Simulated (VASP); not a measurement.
Write the native input for VASP 6.6.1 that does the following.

| Property | Result |
| --- | --- |
| Task | single point |
| Functional | PBE |
| Potentials or basis | VASP PAW PBE potentials, release 64 (Rh_pv) |
| Cutoff | 520 eV |
| k mesh | 18 × 18 × 5 |
| Occupations | fermi-dirac, width 0.05 eV |
| Spin | collinear spin, ferromagnetic start |
| Starting moments | [1.0, 1.0, 1.0, 1.0] μB |
| Dipole correction | no |
| Further INCAR settings | ALGO = Normal; EDIFF = 1e-06; NBANDS = 42 |

The structure of Rh lies in POSCAR:

```
Rh
1.0
    2.7106044303      0.0000000000      0.0000000000
   -1.3553022151      2.3474522962      0.0000000000
    0.0000000000      0.0000000000      8.8462188244
Rh
4
Direct
    1.0000000000      1.0000000000      0.0000000000
    1.0000000000      1.0000000000      0.5000000000
    0.3333333333      0.6666666667      0.2500000000
    0.6666666667      0.3333333333      0.7500000000
```

This isn't the form of Rh at room conditions, which is fcc.

One way to write it, as run:

INCAR

```
PREC = Accurate
ENCUT = 520
EDIFF = 1E-6
ISMEAR = -1
SIGMA = 0.05
LREAL = F
LASPH = T
NELM = 150
ALGO = Normal
ISIF = 2
LWAVE = F
LCHARG = F
ISPIN = 2
MAGMOM = 1 1 1 1
LORBIT = 11
LMAXMIX = 4
GGA = PE
NBANDS = 42
```

KPOINTS

```
Automatic mesh
0
Gamma
  18 18 5
```

Potentials or basis: VASP PAW PBE potentials, release 64 (Rh_pv).

The run is started by

```bash
$ cat potpaw_PBE.64/Rh_pv/POTCAR > POTCAR
$ mpirun -np 1 vasp_std > vasp.out
```

Results of the run:

```
Pressure                                              : 0.0 GPa
Band gap on the k mesh                                : zero (filled and empty bands overlap)
Net moment                                            : 0.00 μB per cell
Valence electrons inside the program's atomic spheres : Rh 13.74, 13.75 (each value once)
```

Wall time 6.1 min on 1 thread of Oxide Virtual Turin-like Processor, on a shared host, peak memory 0.4 GiB.
